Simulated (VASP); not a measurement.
# CuAu in VASP: notebook, part 2 of 2

VASP 6.6.1.

### Step 3. Single point, PBE

Input file INCAR:

```
SYSTEM = CuAu
PREC     = Accurate       ! precision mode
ENCUT    = 520            ! plane-wave cutoff, eV
EDIFF    = 1E-7           ! SCF threshold, eV
ISMEAR   = -1             ! smearing method
SIGMA    = 0.1            ! smearing width, eV
LREAL    = .False.        ! projectors in reciprocal space
LASPH    = .True.         ! aspherical terms in the spheres
NELM     = 100            ! most SCF steps
ALGO     = Normal         ! electronic algorithm
ISIF     = 2              ! what is computed and relaxed
LWAVE    = .False.        ! write WAVECAR
LCHARG   = .False.        ! write CHGCAR
LDIPOL   = .True.       
IDIPOL   = 3            
DIPOL    = 0.5 0.5 0.500
GGA      = PE             ! functional
EFIELD   = -0.05        
NBANDS   = 42             ! bands
```

Input file KPOINTS:

```
regular mesh
0
Gamma
  6 6 1
  0 0 0
```

Input file POSCAR:

```
CuAu
1.0
    4.5707266756      0.0000000000      0.0000000000
    3.6595310599      2.7384989246      0.0000000000
    0.0000000000      0.0000000000     22.1322356818
Cu Au
3 3
Direct
    0.7223217553      0.7223217785      0.4168782255
    0.1669652658      0.1669653356      0.5277072582
    0.6116087763      0.6116088926      0.6385362909
    0.0000000000      0.0000000000      0.3614637091
    0.4446435105      0.4446435571      0.4722927418
    0.8892870210      0.8892871141      0.5831217745
```

Potentials or basis: VASP PAW PBE potentials, release 64 (Cu, Au).

On the command line:

```console
$ cat potpaw_PBE.64/Cu/POTCAR potpaw_PBE.64/Au/POTCAR > POTCAR
$ mpirun -np 1 vasp_std > vasp.out
```

OUTCAR:

```text
SYSTEM = CuAu
   PREC = Accurate
   ENCUT = 520
   EDIFF = 1E-7
   ISMEAR = -1
   LREAL = .False.
   LASPH = .True.
   NELM = 100
   ISIF = 2
   GGA = PE

 ion  position               nearest neighbor table
   1  0.722  0.722  0.417-   5 2.70   4 2.70   5 2.70   5 2.70   4 2.70   4 2.70
   2  0.167  0.167  0.528-   6 2.70   5 2.70   6 2.70   6 2.70   5 2.70   5 2.70
   3  0.612  0.612  0.639-   6 2.70   6 2.70   6 2.70
   4  0.000  0.000  0.361-   1 2.70   1 2.70   1 2.70   5 2.89   5 2.89
   5  0.445  0.445  0.472-   1 2.70   2 2.70   1 2.70   1 2.70   2 2.70   2 2.70   4 2.89   6 2.89
                             4 2.89   6 2.89
   6  0.889  0.889  0.583-   2 2.70   3 2.70   2 2.70   2 2.70   3 2.70   3 2.70   5 2.89   5 2.89

  LATTYP: Found a base centered orthorhombic cell.
 ALAT       =     2.8861139635
 B/A-ratio  =     3.0053902290
 C/A-ratio  =     7.6685245150

  Lattice vectors:

 A1 = (  -3.6595310599,  -2.7384989246,   0.0000000000)
 A2 = (   4.5707266756,   0.0000000000,   0.0000000000)
 A3 = (   0.0000000000,   0.0000000000,  22.1322356818)

Analysis of symmetry for initial positions (statically):
=====================================================================
 Subroutine PRICEL returns:
 Original cell was already a primitive cell.

 Routine SETGRP: Setting up the symmetry group for a
 base centered orthorhombic supercell.

 Subroutine GETGRP returns: Found  2 space group operations
 (whereof  2 operations were pure point group operations)
 out of a pool of  8 trial point group operations.

The static configuration has the point symmetry C_1h.

Analysis of symmetry for dynamics (positions and initial velocities):
=====================================================================
 An external electric field (EFIELD) may reduce the allowed symmetry operations
 Subroutine PRICEL returns:
 Original cell was already a primitive cell.

 Routine SETGRP: Setting up the symmetry group for a
 base centered orthorhombic supercell.
[... 128 lines left out ...]
   AEXX    =    0.0000 exact exchange contribution
   IVDW    =     0    specifies the selected vdW correction
   LEPSILON=     F    determine dielectric tensor
   LRPA    =     F    only Hartree local field effects (RPA)
 non-spin polarized calculation
  energy-cutoff  :      520.00
  volume of cell :      277.03
 maximum number of plane-waves:      7547
 NGX is ok and might be reduce to    36
   NGX = 17   NGY = 17   NGZ = 83

 dipolmoment           0.000000      0.000000      0.125157 electrons x Angstroem

 number of electron      65.9999981 magnetization

 dipolmoment           0.000000      0.000000     -0.074545 electrons x Angstroem

 Free energy of the ion-electron system (eV)
  ---------------------------------------------------
  ext. energy  EPLUGINS =         0.00000000
  ---------------------------------------------------
  free energy    TOTEN  =       -18.90224071 eV

  energy without entropy =      -18.79828272  energy(sigma->0) =      -18.85026172

 E-fermi :  -0.4158     XC(G=0):  -4.9616

 val. band max:       -0.4687586875   @ k =   0.5000  -0.0000   0.0000
 cond. band min:      -0.4156248818   @ k =   0.5000   0.5000   0.0000
 fundamental gap:      0.0531338058
 Fermi energy:        -0.4157662503

 k-point     1 :       0.0000    0.0000    0.0000
  band No.  band energies     occupation
      1      -8.9594      2.00000
      2      -7.2964      2.00000
      3      -6.5497      2.00000
      4      -6.2335      2.00000
      5      -5.7869      2.00000
      6      -5.4692      2.00000
[... 574 lines left out ...]
     41       5.8559      0.00000
     42       6.0096      0.00000

------------------------ aborting loop because EDIFF is reached ----------------------------------------

 vacuum level on the upper side and lower side of the slab       (xc-potential included)        -0.024        -0.080

  FORCE on cell =-STRESS in cart. coord.  units (eV):
  Direction    XX          YY          ZZ          XY          YZ          ZX
  --------------------------------------------------------------------------------------
  -------------------------------------------------------------------------------------
  Total       -2.1870689     -4.1128170     -1.6992129      0.7205372      0.0231319      0.0695204
  in kB      -12.6488178    -23.7862981     -9.8273240      4.1671957      0.1337824      0.4020683
  external PRESSURE =     -15.4208133 kB  Pullay stress =       0.0000000 kB

 VOLUME and BASIS-vectors are now :
 -----------------------------------------------------------------------------
  energy-cutoff  :      520.00
  volume of cell :      277.03
      direct lattice vectors                 reciprocal lattice vectors
     4.570726676  0.000000000  0.000000000     0.218783592 -0.292366502  0.000000000
     3.659531060  2.738498925  0.000000000     0.000000000  0.365163554  0.000000000
     0.000000000  0.000000000 22.132235682     0.000000000  0.000000000  0.045182964

 POSITION                                       TOTAL-FORCE (eV/Angst)
 -----------------------------------------------------------------------------------
      5.94489      1.97808      9.22645        -0.125478     -0.041751      0.128380
      1.37417      0.45723     11.67934         0.063004      0.020964      0.167493
      5.03370      1.67489     14.13224         0.048256      0.016056     -0.896726
      0.00000      0.00000      8.00000         0.099019      0.032947      0.068295
      3.65953      1.21766     10.45289        -0.046370     -0.015429     -0.193688
      7.31906      2.43531     12.90579        -0.038431     -0.012787      0.726246
 -----------------------------------------------------------------------------------
    total drift:                                0.000854      0.000165     -0.002406

  FREE ENERGIE OF THE ION-ELECTRON SYSTEM (eV)
  ---------------------------------------------------
  free  energy   TOTEN  =       -18.9022407117 eV

  energy  without entropy=      -18.7982827208  energy(sigma->0) =      -18.85026172

 vacuum level on the upper side and lower side of the slab         4.126         4.111
```

OSZICAR:

```text
N       E                     dE             d eps       ncg     rms          rms(c)
DAV:   1     0.589965680820E+03    0.58997E+03   -0.27005E+04  1092   0.155E+03
DAV:   2     0.546364044960E+02   -0.53533E+03   -0.48766E+03  1174   0.360E+02
DAV:   3    -0.176753354074E+02   -0.72312E+02   -0.64623E+02  1430   0.161E+02
DAV:   4    -0.213389579592E+02   -0.36636E+01   -0.36365E+01  1440   0.395E+01
[... 22 lines left out ...]
DAV:  27    -0.189022397420E+02   -0.10612E-05   -0.89921E-08   754   0.333E-03    0.226E-04
DAV:  28    -0.189022403043E+02   -0.56239E-06   -0.40198E-08   736   0.386E-03    0.280E-04
DAV:  29    -0.189022404853E+02   -0.18096E-06   -0.15769E-08   770   0.227E-03    0.917E-05
DAV:  30    -0.189022406571E+02   -0.17180E-06   -0.12292E-08   718   0.953E-04    0.105E-04
DAV:  31    -0.189022407117E+02   -0.54559E-07   -0.44630E-09   726   0.106E-03
   1 F= -.18902241E+02 E0= -.18850262E+02  d E =-.103958E+00
```

Run time: 11 min. Hardware: 1 thread of Intel Xeon Platinum 8488C (Sapphire Rapids), shared host; peak memory 0.54 GiB.

What came out:

```
Free energy            : -18.9022 eV
Largest force          : 0.898 eV/Å
Band gap on the k mesh : zero (bands 33 and 34 overlap by 1.92 eV)
```

Forces in eV/Å, atoms in the order of the input:
```
Cu  -0.125 -0.042  0.128
Cu   0.063  0.021  0.167
Cu   0.048  0.016 -0.897
Au   0.099  0.033  0.068
Au  -0.046 -0.015 -0.194
Au  -0.038 -0.013  0.726
```

Caveat: the k points lie up to 0.38 Å⁻¹ apart, too coarse for converged energies and pressures of a metal; spin-orbit coupling is left out, which moves the levels of the heavy elements.

### Step 4. Single point, PBE

Input file INCAR:

```
PREC = Accurate ; ENCUT = 520
EDIFF = 1E-7 ; ISMEAR = -1
SIGMA = 0.1 ; LREAL = False
LASPH = True ; NELM = 100
ALGO = Normal ; ISIF = 2
LWAVE = False ; LCHARG = False
LDIPOL = True ; IDIPOL = 3
DIPOL = 0.5 0.5 0.500 ; GGA = PE
NBANDS = 42 ; EFIELD = -0.1
```

Input file KPOINTS:

```
regular mesh
0
Gamma
  6 6 1
```

POSCAR is that of step 3.

Potentials or basis: VASP PAW PBE potentials, release 64 (Cu, Au).

On the command line:

```console
$ cat potpaw_PBE.64/Cu/POTCAR potpaw_PBE.64/Au/POTCAR > POTCAR
$ mpirun -np 1 vasp_std > vasp.out
```

OUTCAR:

```text
PREC = Accurate
   ENCUT = 520
   EDIFF = 1E-7
   ISMEAR = -1
   LREAL = False
   LASPH = True
   NELM = 100
   ISIF = 2
   GGA = PE

 ion  position               nearest neighbor table
   1  0.722  0.722  0.417-   5 2.70   4 2.70   5 2.70   5 2.70   4 2.70   4 2.70
   2  0.167  0.167  0.528-   6 2.70   5 2.70   6 2.70   6 2.70   5 2.70   5 2.70
   3  0.612  0.612  0.639-   6 2.70   6 2.70   6 2.70
   4  0.000  0.000  0.361-   1 2.70   1 2.70   1 2.70   5 2.89   5 2.89
   5  0.445  0.445  0.472-   1 2.70   2 2.70   1 2.70   1 2.70   2 2.70   2 2.70   4 2.89   6 2.89
                             4 2.89   6 2.89
   6  0.889  0.889  0.583-   2 2.70   3 2.70   2 2.70   2 2.70   3 2.70   3 2.70   5 2.89   5 2.89

  LATTYP: Found a base centered orthorhombic cell.
 ALAT       =     2.8861139635
 B/A-ratio  =     3.0053902290
 C/A-ratio  =     7.6685245150

  Lattice vectors:

 A1 = (  -3.6595310599,  -2.7384989246,   0.0000000000)
 A2 = (   4.5707266756,   0.0000000000,   0.0000000000)
 A3 = (   0.0000000000,   0.0000000000,  22.1322356818)

Analysis of symmetry for initial positions (statically):
=====================================================================
 Subroutine PRICEL returns:
 Original cell was already a primitive cell.

 Routine SETGRP: Setting up the symmetry group for a
 base centered orthorhombic supercell.

 Subroutine GETGRP returns: Found  2 space group operations
 (whereof  2 operations were pure point group operations)
 out of a pool of  8 trial point group operations.

The static configuration has the point symmetry C_1h.

Analysis of symmetry for dynamics (positions and initial velocities):
=====================================================================
 An external electric field (EFIELD) may reduce the allowed symmetry operations
 Subroutine PRICEL returns:
 Original cell was already a primitive cell.

 Routine SETGRP: Setting up the symmetry group for a
 base centered orthorhombic supercell.

 Subroutine GETGRP returns: Found  2 space group operations
 (whereof  2 operations were pure point group operations)
 out of a pool of  8 trial point group operations.

The dynamic configuration has the point symmetry C_1h.

 Subroutine INISYM returns: Found  2 space group operations
 (whereof  2 operations are pure point group operations),
 and found     1 'primitive' translations

----------------------------------------------------------------------------------------

                                     Primitive cell

  volume of cell :     277.0276

  direct lattice vectors                    reciprocal lattice vectors
     4.570726676  0.000000000  0.000000000     0.218783592 -0.292366502  0.000000000
     3.659531060  2.738498925  0.000000000     0.000000000  0.365163554  0.000000000
     0.000000000  0.000000000 22.132235682     0.000000000  0.000000000  0.045182964

  length of vectors
     4.570726676  4.570726850 22.132235682     0.365163568  0.365163554  0.045182964

  position of ions in fractional coordinates (direct lattice)
     0.722321755  0.722321779  0.416878225
     0.166965266  0.166965336  0.527707258
[... 52 lines left out ...]
  0.500000  0.333333  0.000000      4.000000
 -0.333333  0.333333  0.000000      2.000000
  0.500000  0.500000  0.000000      1.000000
   k-points           NKPTS =     13   k-points in BZ     NKDIM =     13   number of bands    NBANDS=     42
   number of dos      NEDOS =    301   number of ions     NIONS =      6
   total plane-waves  NPLWV = 217728
   dimension x,y,z NGX =    36 NGY =   36 NGZ =  168
   dimension x,y,z NGXF=    72 NGYF=   72 NGZF=  336
   ions per type =               3   3
   NGX,Y,Z   is equivalent  to a cutoff of  13.09, 13.09, 12.62 a.u.
   NGXF,Y,Z  is equivalent  to a cutoff of  26.19, 26.19, 25.24 a.u.
 SYSTEM =  unknown system
   PREC   = accura    normal or accurate (medium, high low for compatibility)
   ISTART =      0    job   : 0-new  1-cont  2-samecut
   ICHARG =      2    charge: 1-file 2-atom 10-const
   ISPIN  =      1    spin polarized calculation?
   LNONCOLLINEAR =      F non collinear calculations
   LSORBIT =      F    spin-orbit coupling
   LASPH  =      T    aspherical Exc in radial PAW
   ENCUT  =  520.0 eV  38.22 Ry    6.18 a.u.   8.50  8.50 41.15*2*pi/ulx,y,z
   NELM   =    100;   NELMIN=  2; NELMDL= -5     # of ELM steps
   EDIFF  = 0.1E-06   stopping-criterion for ELM
   LREAL  =      F    real-space projection
   EDIFFG = 0.1E-05   stopping-criterion for IOM
   NSW    =      0    number of steps for IOM
   IBRION =     -1    ionic relax: 0-MD 1-quasi-New 2-CG
   NFREE  =      0    steps in history (QN), initial steepest desc. (CG)
   ISIF   =      2    stress and relaxation
   ISYM   =      2    0-nonsym 1-usesym 2-fastsym
   POTIM  = 0.5000    time-step for ionic-motion
   TEBEG  =    0.0;   TEEND  =   0.0 temperature during run
   PSTRESS=    0.0 pullay stress
   NELECT =      66.0000    total number of electrons
   NUPDOWN=      -1.0000    fix difference up-down
   EMIN   =  10.00;   EMAX   =-10.00  energy-range for DOS
   EFERMI =   0.00;   METHOD = LEGACY
   ISMEAR =    -1;   SIGMA  =   0.10  broadening in eV -4-tet -1-fermi 0-gaus
   EFERMI_NEDOS =   21; number of points for ismear=-14 and -15
   IALGO  =     38    algorithm
   IMIX   =      4    mixing-type and parameters
     AMIX     =   0.40;   BMIX     =  1.00
     AMIX_MAG =   1.60;   BMIX_MAG =  1.00
  volume/ion in A,a.u.               =      46.17       311.58
  Fermi-wavevector in a.u.,A,eV,Ry     =   1.014881  1.917847 14.013774  1.029983
  Thomas-Fermi vector in A             =   2.148134
   LORBIT       =      0    0 simple, 1 ext, 2 COOP (PROOUT), +10 PAW based schemes
   GGA     = PE    functional components
   LHFCALC =     F    Hartree Fock is set to
   AEXX    =    0.0000 exact exchange contribution
   IVDW    =     0    specifies the selected vdW correction
   LEPSILON=     F    determine dielectric tensor
   LRPA    =     F    only Hartree local field effects (RPA)
 non-spin polarized calculation
  energy-cutoff  :      520.00
  volume of cell :      277.03
 maximum number of plane-waves:      7547
 NGX is ok and might be reduce to    36
   NGX = 17   NGY = 17   NGZ = 83

 dipolmoment           0.000000      0.000000      0.152675 electrons x Angstroem

 number of electron      65.9999981 magnetization

 dipolmoment           0.000000      0.000000     -0.104636 electrons x Angstroem

 Free energy of the ion-electron system (eV)
  ---------------------------------------------------
  ext. energy  EPLUGINS =         0.00000000
  ---------------------------------------------------
  free energy    TOTEN  =       -18.90671936 eV

  energy without entropy =      -18.80273450  energy(sigma->0) =      -18.85472693

 E-fermi :  -0.4175     XC(G=0):  -4.9582

 val. band max:       -0.4196609349   @ k =   0.5000   0.5000   0.0000
 cond. band min:      -0.3927170695   @ k =   0.5000   0.3333   0.0000
 fundamental gap:      0.0269438655
 Fermi energy:        -0.4174650090

 k-point     1 :       0.0000    0.0000    0.0000
  band No.  band energies     occupation
      1      -8.9611      2.00000
      2      -7.2980      2.00000
      3      -6.5520      2.00000
      4      -6.2350      2.00000
      5      -5.7882      2.00000
      6      -5.4709      2.00000
[... 574 lines left out ...]
     41       5.9037      0.00000
     42       5.9647      0.00000

------------------------ aborting loop because EDIFF is reached ----------------------------------------

 vacuum level on the upper side and lower side of the slab       (xc-potential included)         0.333        -0.372

  FORCE on cell =-STRESS in cart. coord.  units (eV):
  Direction    XX          YY          ZZ          XY          YZ          ZX
  --------------------------------------------------------------------------------------
  -------------------------------------------------------------------------------------
  Total       -2.1876526     -4.1133053     -1.6985190      0.7205015      0.0228151      0.0685683
  in kB      -12.6521937    -23.7891219     -9.8233106      4.1669891      0.1319504      0.3965618
  external PRESSURE =     -15.4215421 kB  Pullay stress =       0.0000000 kB

 VOLUME and BASIS-vectors are now :
 -----------------------------------------------------------------------------
  energy-cutoff  :      520.00
  volume of cell :      277.03
      direct lattice vectors                 reciprocal lattice vectors
     4.570726676  0.000000000  0.000000000     0.218783592 -0.292366502  0.000000000
     3.659531060  2.738498925  0.000000000     0.000000000  0.365163554  0.000000000
     0.000000000  0.000000000 22.132235682     0.000000000  0.000000000  0.045182964

 POSITION                                       TOTAL-FORCE (eV/Angst)
 -----------------------------------------------------------------------------------
      5.94489      1.97808      9.22645        -0.125549     -0.041775      0.128006
      1.37417      0.45723     11.67934         0.062865      0.020917      0.168096
      5.03370      1.67489     14.13224         0.048393      0.016102     -0.895279
      0.00000      0.00000      8.00000         0.099384      0.033069      0.066805
      3.65953      1.21766     10.45289        -0.046466     -0.015461     -0.192686
      7.31906      2.43531     12.90579        -0.038627     -0.012852      0.725059
 -----------------------------------------------------------------------------------
    total drift:                                0.000855      0.000165     -0.002424

  FREE ENERGIE OF THE ION-ELECTRON SYSTEM (eV)
  ---------------------------------------------------
  free  energy   TOTEN  =       -18.9067193616 eV

  energy  without entropy=      -18.8027344964  energy(sigma->0) =      -18.85472693

 vacuum level on the upper side and lower side of the slab         4.451         3.799
```

Run time: 12 min. Hardware: 1 thread of Intel Xeon Platinum 8488C (Sapphire Rapids), shared host; peak memory 0.54 GiB.

Results:

```yaml
Free_energy: -18.9067 eV
Largest_force: 0.897 eV/Å
Band_gap_on_the_k_mesh: zero (bands 33 and 34 overlap by 1.92 eV)
```

Forces on the atoms (eV/Å):
```
Cu  -0.126 -0.042  0.128
Cu   0.063  0.021  0.168
Cu   0.048  0.016 -0.895
Au   0.099  0.033  0.067
Au  -0.046 -0.015 -0.193
Au  -0.039 -0.013  0.725
```

Caveat: the k points lie up to 0.38 Å⁻¹ apart, too coarse for converged energies and pressures of a metal; spin-orbit coupling is left out, which moves the levels of the heavy elements.

### Step 5. Overview

| electric field (eV/Å) | gap on the mesh (eV) | largest force (eV/Å) |
| --- | --- | --- |
| - | none | 0.90 |
| -0.05 eV/Å | none | 0.90 |
| -0.1 eV/Å | none | 0.90 |

Alike in all rows: task single point; level PBE; potentials or basis VASP PAW PBE potentials, release 64 (Cu, Au); no spin polarisation; cell as given; k mesh 6 × 6 × 1; cutoff (eV) 520; smearing fermi-dirac 0.1 eV.

Caveats: all runs use coarse meshes; spin-orbit coupling is left out, which moves the levels of the heavy elements.

Absolute energies hang on the potentials; compare differences alone.
